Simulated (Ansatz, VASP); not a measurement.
Fe2Pt in VASP and in Ansatz

```
CELL_PARAMETERS angstrom
2.56416 0.00000 0.00000
-1.28208 2.22063 0.00000
0.00000 0.00000 6.14872
ATOMIC_POSITIONS crystal
Pt 0.00000 0.00000 0.00000
Fe 0.66667 0.33333 0.35546
Fe 0.33333 0.66667 0.64454
```

Alike in both runs: task single point; functional PBE; k mesh 12 × 12 × 5; occupations fermi-dirac, width 0.05 eV; collinear spin.

```csv
,VASP,Ansatz
version,VASP 6.6.1,Ansatz 0.2.0
potentials or method,"VASP PAW PBE potentials, release 64 (Pt, Fe)",Ansatz PAW
plane-wave cutoff (eV),520,420
valence electrons in the cell,26,50
```

Ansatz gave:

- gap on the k mesh at the Fermi level (eV): none
- pressure (GPa): 20.3
- traceless stress, the component that is largest in VASP (GPa): -2.18
- rms of the force components (eV/Å): 0.115
- net moment per atom (μB): 0.59
- size of the moment on the site where the two differ most (μB): 0.87

Task: Estimate VASP's values.

Result: gap on the k mesh at the Fermi level (eV): none; pressure (GPa): 20.1; traceless stress, the component that is largest in VASP (GPa): -2.72; rms of the force components (eV/Å): 0.110; net moment per atom (μB): 0.64; size of the moment on the site where the two differ most (μB): 0.93.

Site moments also hang on the region over which each program counts them. Atom by atom the forces differ by 0.005 eV/Å (rms over components). A gap of «none» marks a metal or a gap that the smearing closes. VASP's potentials hold 26 valence electrons a cell and Ansatz's 50, so a difference there can come from the potentials and not from the codes.

Neither program's run includes spin-orbit coupling.
